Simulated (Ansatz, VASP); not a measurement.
## One calculation of AlCu3, two programs

File INCAR:

```
ALGO = Fast
EDIFF = 1E-6
ENCUT = 520
ISIF = 2
ISMEAR = 0
LASPH = True
LCHARG = True
LELF = True
LREAL = False
LVHAR = True
LWAVE = False
NBANDS = 26
NELM = 100
PREC = Accurate
SIGMA = 0.15
```

Contents of KPOINTS:

```
k-points
0
Gamma
  12 12 12
```

File POSCAR:

```
AlCu3
1.0
    3.6787514798      0.0000000000      0.0000000000
    0.0000000000      3.6787514798      0.0000000000
    0.0000000000      0.0000000000      3.6787514798
Al Cu
1 3
Direct
    0.0000000000      0.0000000000      0.0000000000
    0.5000000000      0.4786014357      0.0000000000
    0.5000000000      0.0000000000      0.5000000000
    0.0000000000      0.5213985643      0.5000000000
```

Input for Ansatz:

```yaml
crystal:
  lattice:
    - [3.6787514798, 0.0, 0.0]
    - [0.0, 3.6787514798, 0.0]
    - [0.0, 0.0, 3.6787514798]
  atoms:
    - { symbol: Al, position: [0.0, 0.0, 0.0] }
    - { symbol: Cu, position: [0.5, 0.4786014357, 0.0] }
    - { symbol: Cu, position: [0.5, 0.0, 0.5] }
    - { symbol: Cu, position: [0.0, 0.5213985643, 0.5] }
basis:
  ecutwfc: 520.0
kpoints:
  mp_grid: { grid: [12, 12, 12] }
hamiltonian:
  xc: lda
  pseudopotentials: { kind: paw, azcp: { folder: soft_1 } }
scf:
  occupations: { method: gaussian, width: 0.15 }
output:
  forces: true
  stress: true
  eigenvalues: true
  write_density: true
  write_potential: true
  elf: true
  volumetric_format: npy
```

Change from the starting cell: mode 5 frozen in at -0.077 Å, equal normal strain along x, y and z +0.0250.

Alike in both runs: task single point; functional LDA; k mesh 12 × 12 × 12; occupations gaussian, width 0.15 eV; no spin polarisation.

|  | VASP | Ansatz |
| --- | --- | --- |
| version | VASP 6.6.1 | Ansatz 0.2.0 |
| potentials or method | VASP PAW LDA potentials, release 64 (Al, Cu), cutoff 520 eV | scalar-relativistic, plane waves, PAW |
| valence electrons in the cell | 36 | 60 |

```csv
,VASP,Ansatz,Ansatz less VASP
gap on the k mesh at the Fermi level (eV),none,none,-
pressure (GPa),-9.9,-10.0,-0.08
"traceless stress, the component that is largest in VASP (GPa)",0.08,0.08,+0.002
rms of the force components (eV/Å),0.153,0.150,-0.0030
```

Ansatz warns that its potentials were made for another functional, while VASP's fit it. LDA's correlation is that of Perdew and Zunger in VASP and of Perdew and Wang (1992) in Ansatz. Atom by atom the forces differ by 0.003 eV/Å (rms over components). A gap of «none» marks a metal or a gap that the smearing closes. VASP's potentials hold 36 valence electrons a cell and Ansatz's 60, so a difference there can come from the potentials and not from the codes.
